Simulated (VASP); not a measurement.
# Bi2TeO3 (P4/mmm) in VASP: notebook, part 2 of 2

VASP 6.6.1. Earlier steps stand in the parts before.

## Step 3: Single point, PBE

This run uses another cell than the first one, of 20.83 Å³/atom.

INCAR

```
SYSTEM = Bi2TeO3
  ALGO = Normal
  EDIFF = 1E-6
  ENCUT = 520
  GGA = PE
  ISIF = 2
  ISMEAR = 0
  LASPH = .TRUE.
  LCHARG = .FALSE.
  LREAL = .FALSE.
  LWAVE = .FALSE.
  NBANDS = 36
  NELM = 80
  PREC = Accurate
  SIGMA = 0.1
```

KPOINTS

```
k-points
0
G
  4 4 4
  0 0 0
```

POSCAR

```
Bi2TeO3
1.0
    4.8823974200      0.0000000000      0.0000000000
    0.0000000000      4.8823974200      0.0000000000
    0.0000000000      0.0000000000      5.2424994100
Bi Te O
2 1 3
Direct
    0.5000000000      0.5000000000      0.5000000000
    0.0000000000      0.0000000000      0.5000000000
    0.5000000000      0.5000000000      0.0000000000
    0.0000000000      0.0000000000      0.0000000000
    0.0000000000      0.5000000000      0.0000000000
    0.5000000000      0.0000000000      0.0000000000
```

Potentials or basis: VASP PAW PBE potentials, release 64 (Bi_d, Te, O).

Command:

```bash
cat potpaw_PBE.64/Bi_d/POTCAR potpaw_PBE.64/Te/POTCAR potpaw_PBE.64/O/POTCAR > POTCAR
mpirun -np 1 vasp_std > vasp.out
```

OUTCAR:

```text
SYSTEM = Bi2TeO3
   EDIFF = 1E-6
   ENCUT = 520
   GGA = PE
   ISIF = 2
   ISMEAR = 0
   LASPH = .TRUE.
   LREAL = .FALSE.
   NELM = 80
   PREC = Accurate

 ion  position               nearest neighbor table
   1  0.500  0.500  0.500-   3 2.62   3 2.62   2 3.45   2 3.45   2 3.45   2 3.45
   2  0.000  0.000  0.500-   4 2.62   4 2.62   1 3.45   1 3.45   1 3.45   1 3.45
   3  0.500  0.500  0.000-   5 2.44   6 2.44   6 2.44   5 2.44   1 2.62   1 2.62
   4  0.000  0.000  0.000-   2 2.62   2 2.62
   5  0.000  0.500  0.000-   3 2.44   3 2.44
   6  0.500  0.000  0.000-   3 2.44   3 2.44

  LATTYP: Found a simple tetragonal cell.
 ALAT       =     4.8823974200
 C/A-ratio  =     1.0737551574

  Lattice vectors:

 A1 = (   4.8823974200,   0.0000000000,   0.0000000000)
 A2 = (   0.0000000000,   4.8823974200,   0.0000000000)
 A3 = (   0.0000000000,   0.0000000000,   5.2424994100)

Analysis of symmetry for initial positions (statically):
=====================================================================
 Subroutine PRICEL returns:
 Original cell was already a primitive cell.

 Routine SETGRP: Setting up the symmetry group for a
 simple tetragonal supercell.

 Subroutine GETGRP returns: Found 16 space group operations
 (whereof 16 operations were pure point group operations)
 out of a pool of 16 trial point group operations.

The static configuration has the point symmetry D_4h.

Analysis of symmetry for dynamics (positions and initial velocities):
=====================================================================
 Subroutine PRICEL returns:
 Original cell was already a primitive cell.

 Routine SETGRP: Setting up the symmetry group for a
 simple tetragonal supercell.

 Subroutine GETGRP returns: Found 16 space group operations
 (whereof 16 operations were pure point group operations)
 out of a pool of 16 trial point group operations.

The dynamic configuration has the point symmetry D_4h.

 Subroutine INISYM returns: Found 16 space group operations
 (whereof 16 operations are pure point group operations),
 and found     1 'primitive' translations

----------------------------------------------------------------------------------------

                                     Primitive cell

  volume of cell :     124.9697

  direct lattice vectors                    reciprocal lattice vectors
     4.882397420  0.000000000  0.000000000     0.204817411  0.000000000  0.000000000
     0.000000000  4.882397420  0.000000000     0.000000000  0.204817411  0.000000000
     0.000000000  0.000000000  5.242499410     0.000000000  0.000000000  0.190748710

  length of vectors
     4.882397420  4.882397420  5.242499410     0.204817411  0.204817411  0.190748710

  position of ions in fractional coordinates (direct lattice)
     0.500000000  0.500000000  0.500000000
     0.000000000  0.000000000  0.500000000
     0.500000000  0.500000000  0.000000000
     0.000000000  0.000000000  0.000000000
     0.000000000  0.500000000  0.000000000
     0.500000000  0.000000000  0.000000000

  ion indices of the primitive-cell ions
   primitive index   ion index
                 1           1
                 2           2
                 3           3
                 4           4
[... 28 lines left out ...]

 Following reciprocal coordinates:
            Coordinates               Weight
  0.000000  0.000000  0.000000      1.000000
  0.250000  0.000000  0.000000      4.000000
  0.500000  0.000000  0.000000      2.000000
  0.250000  0.250000  0.000000      4.000000
  0.500000  0.250000  0.000000      4.000000
  0.500000  0.500000  0.000000      1.000000
[... 10 lines left out ...]
  0.500000  0.250000  0.500000      4.000000
  0.500000  0.500000  0.500000      1.000000
   k-points           NKPTS =     18   k-points in BZ     NKDIM =     18   number of bands    NBANDS=     36
   number of dos      NEDOS =    301   number of ions     NIONS =      6
   total plane-waves  NPLWV =  51840
   dimension x,y,z NGX =    36 NGY =   36 NGZ =   40
   dimension x,y,z NGXF=    72 NGYF=   72 NGZF=   80
   ions per type =               2   1   3
   NGX,Y,Z   is equivalent  to a cutoff of  12.26, 12.26, 12.68 a.u.
   NGXF,Y,Z  is equivalent  to a cutoff of  24.52, 24.52, 25.37 a.u.
 SYSTEM =  Bi2TeO3
   PREC   = accura    normal or accurate (medium, high low for compatibility)
   ISTART =      0    job   : 0-new  1-cont  2-samecut
   ICHARG =      2    charge: 1-file 2-atom 10-const
   ISPIN  =      1    spin polarized calculation?
   LNONCOLLINEAR =      F non collinear calculations
   LSORBIT =      F    spin-orbit coupling
   LASPH  =      T    aspherical Exc in radial PAW
   ENCUT  =  520.0 eV  38.22 Ry    6.18 a.u.   9.08  9.08  9.75*2*pi/ulx,y,z
   NELM   =     80;   NELMIN=  2; NELMDL= -5     # of ELM steps
   EDIFF  = 0.1E-05   stopping-criterion for ELM
   LREAL  =      F    real-space projection
   EDIFFG = 0.1E-04   stopping-criterion for IOM
   NSW    =      0    number of steps for IOM
   IBRION =     -1    ionic relax: 0-MD 1-quasi-New 2-CG
   NFREE  =      0    steps in history (QN), initial steepest desc. (CG)
   ISIF   =      2    stress and relaxation
   ISYM   =      2    0-nonsym 1-usesym 2-fastsym
   POTIM  = 0.5000    time-step for ionic-motion
   TEBEG  =    0.0;   TEEND  =   0.0 temperature during run
   PSTRESS=    0.0 pullay stress
   NELECT =      54.0000    total number of electrons
   NUPDOWN=      -1.0000    fix difference up-down
   EMIN   =  10.00;   EMAX   =-10.00  energy-range for DOS
   EFERMI =   0.00;   METHOD = LEGACY
   ISMEAR =     0;   SIGMA  =   0.10  broadening in eV -4-tet -1-fermi 0-gaus
   EFERMI_NEDOS =   21; number of points for ismear=-14 and -15
   IALGO  =     38    algorithm
   IMIX   =      4    mixing-type and parameters
     AMIX     =   0.40;   BMIX     =  1.00
     AMIX_MAG =   1.60;   BMIX_MAG =  1.00
  volume/ion in A,a.u.               =      20.83       140.56
  Fermi-wavevector in a.u.,A,eV,Ry     =   1.237669  2.338855 20.841741  1.531825
  Thomas-Fermi vector in A             =   2.372227
   LORBIT       =      0    0 simple, 1 ext, 2 COOP (PROOUT), +10 PAW based schemes
   GGA     = PE    functional components
   LHFCALC =     F    Hartree Fock is set to
   AEXX    =    0.0000 exact exchange contribution
   IVDW    =     0    specifies the selected vdW correction
   LEPSILON=     F    determine dielectric tensor
   LRPA    =     F    only Hartree local field effects (RPA)
 non-spin polarized calculation
 Gauss-broadening in eV      SIGMA  =   0.10
  energy-cutoff  :      520.00
  volume of cell :      124.97
 maximum number of plane-waves:      3384
   NGX = 19   NGY = 19   NGZ = 19

 number of electron      53.9999992 magnetization

 Free energy of the ion-electron system (eV)
  ---------------------------------------------------
  ext. energy  EPLUGINS =         0.00000000
  ---------------------------------------------------
  free energy    TOTEN  =       -22.61698192 eV

  energy without entropy =      -22.57718231  energy(sigma->0) =      -22.59708211

 E-fermi :   5.3598     XC(G=0):  -9.9331

 val. band max:        5.3549253393   @ k =   0.2500   0.2500   0.0000
 cond. band min:       5.3686915370   @ k =   0.2500   0.2500   0.2500
 fundamental gap:      0.0137661978
 Fermi energy:         5.3597718321

 k-point     1 :       0.0000    0.0000    0.0000
  band No.  band energies     occupation
      1     -17.9017      2.00000
      2     -17.8692      2.00000
      3     -17.8456      2.00000
      4     -17.8456      2.00000
      5     -17.8366      2.00000
      6     -17.8197      2.00000
[... 691 lines left out ...]
     35      13.5235      0.00000
     36      13.5235      0.00000

------------------------ aborting loop because EDIFF is reached ----------------------------------------

  FORCE on cell =-STRESS in cart. coord.  units (eV):
  Direction    XX          YY          ZZ          XY          YZ          ZX
  --------------------------------------------------------------------------------------
  -------------------------------------------------------------------------------------
  Total       -9.1812875     -9.1812875     10.6494252      0.0000000      0.0000000      0.0000000
  in kB     -117.7089601   -117.7089601    136.5312617      0.0000000      0.0000000      0.0000000
  external PRESSURE =     -32.9622195 kB  Pullay stress =       0.0000000 kB

 VOLUME and BASIS-vectors are now :
 -----------------------------------------------------------------------------
  energy-cutoff  :      520.00
  volume of cell :      124.97
      direct lattice vectors                 reciprocal lattice vectors
     4.882397420  0.000000000  0.000000000     0.204817411  0.000000000  0.000000000
     0.000000000  4.882397420  0.000000000     0.000000000  0.204817411  0.000000000
     0.000000000  0.000000000  5.242499410     0.000000000  0.000000000  0.190748710

 POSITION                                       TOTAL-FORCE (eV/Angst)
 -----------------------------------------------------------------------------------
      2.44120      2.44120      2.62125         0.000000      0.000000      0.000000
      0.00000      0.00000      2.62125         0.000000      0.000000      0.000000
      2.44120      2.44120      0.00000         0.000000      0.000000      0.000000
      0.00000      0.00000      0.00000         0.000000      0.000000      0.000000
      0.00000      2.44120      0.00000         0.000000      0.000000      0.000000
      2.44120      0.00000      0.00000         0.000000      0.000000      0.000000
 -----------------------------------------------------------------------------------
    total drift:                                0.000000      0.000000     -0.000000

  FREE ENERGIE OF THE ION-ELECTRON SYSTEM (eV)
  ---------------------------------------------------
  free  energy   TOTEN  =       -22.6169819159 eV

  energy  without entropy=      -22.5771823084  energy(sigma->0) =      -22.59708211
```

It took 52 s on 1 thread of AMD EPYC 9R45 (Zen 5), shared host; peak memory 0.22 GiB.

What came out:

| Quantity | Value |
| --- | --- |
| Free energy | -22.6170 eV |
| Pressure | -3.3 GPa |
| Band gap on the k mesh | zero (bands 27 and 28 overlap by 1.39 eV) |

Caveat: the stress differs along the axes, from -12 to 14 GPa; spin-orbit coupling is left out, which moves the levels of the heavy elements.

## Step 4: Single point, PBE

This run uses another cell than the first one, of 19.44 Å³/atom.

INCAR

```
PREC = Accurate
ENCUT = 520
EDIFF = 1E-6
ISMEAR = 0
SIGMA = 0.1
LREAL = F
LASPH = T
NELM = 60
ALGO = Normal
ISIF = 2
LWAVE = F
LCHARG = T
GGA = PE
LELF = T
LVHAR = T
NBANDS = 36
```

KPOINTS

```
regular mesh
0
Gamma
  8 8 6
```

POSCAR: that of step 3 with these lines changed.

```diff
@@ -2,5 +2,5 @@
 1.0
-    4.8823974200      0.0000000000      0.0000000000
-    0.0000000000      4.8823974200      0.0000000000
-    0.0000000000      0.0000000000      5.2424994100
+    4.4255833157      0.0000000000      0.0000000000
+    0.0000000000      4.4255833157      0.0000000000
+    0.0000000000      0.0000000000      5.9538690017
 Bi Te O
```

Command:

```bash
cat potpaw_PBE.64/Bi_d/POTCAR potpaw_PBE.64/Te/POTCAR potpaw_PBE.64/O/POTCAR > POTCAR
mpirun -np 1 vasp_std > vasp.out
```

Wall time 2.9 min (1 thread of AMD EPYC 9R45 (Zen 5), shared host); peak memory 0.35 GiB.

Results (log left out):

* Free energy: -24.5261 eV
* Pressure: -0.3 GPa
* Band gap on the k mesh: zero (bands 27 and 28 overlap by 2.25 eV)

Stress tensor (GPa, compression positive):
```
-0.32  0.00  0.00
 0.00 -0.32  0.00
 0.00  0.00 -0.14
```

Levels at points of the mesh, in eV from the Fermi level:
```
           k point  band 23  band 24  band 25  band 26  band 27  band 28  band 29  band 30  band 31  band 32
(0.00, 0.00, 0.00)    -2.40    -2.40    -2.31    -0.97     1.00     1.00     1.52     3.99     4.35     4.35
(0.50, 0.00, 0.00)    -1.74    -1.66    -1.26    -0.24    -0.06     0.11     0.24     1.05     1.55     2.07
(0.50, 0.50, 0.00)    -2.79    -2.53    -1.88    -1.84    -1.84    -0.30     0.99     0.99     1.84     5.33
(0.00, 0.00, 0.50)    -2.58    -2.34    -1.68    -1.44     0.76     1.00     1.00     2.38     4.38     4.46
(0.50, 0.00, 0.50)    -1.72    -1.59    -0.94    -0.20    -0.20    -0.01     0.50     0.67     1.05     1.12
(0.50, 0.50, 0.50)    -2.06    -1.95    -1.95    -1.88    -1.64    -1.25     0.49     0.68     0.68     1.73
```

Caveat: spin-orbit coupling is left out, which moves the levels of the heavy elements.

## Step 5: Overview

| cell | k mesh | gap on the mesh (eV) | pressure (GPa) |
| --- | --- | --- | --- |
| a = 4.425, b = 4.425, c = 5.928 Å, 6 atoms | 4 × 4 × 4 | none | -0.1 |
| a = 4.882, b = 4.882, c = 5.242 Å, 6 atoms | 4 × 4 × 4 | none | -3.3 |
| a = 4.426, b = 4.426, c = 5.954 Å, 6 atoms | 8 × 8 × 6 | none | -0.3 |

Alike in all rows: task single point; level PBE; potentials or basis VASP PAW PBE potentials, release 64 (Bi_d, Te, O); no spin polarisation; cutoff (eV) 520; smearing gaussian 0.1 eV.

Caveats: spin-orbit coupling is left out, which moves the levels of the heavy elements; the stress differs along the axes, from -12 to 14 GPa (at least some runs).

Total energies depend on the potentials used, so only differences within one code and one set of settings carry meaning.

The gap in the log of VASP goes by the Fermi energy; the results here count the filled bands.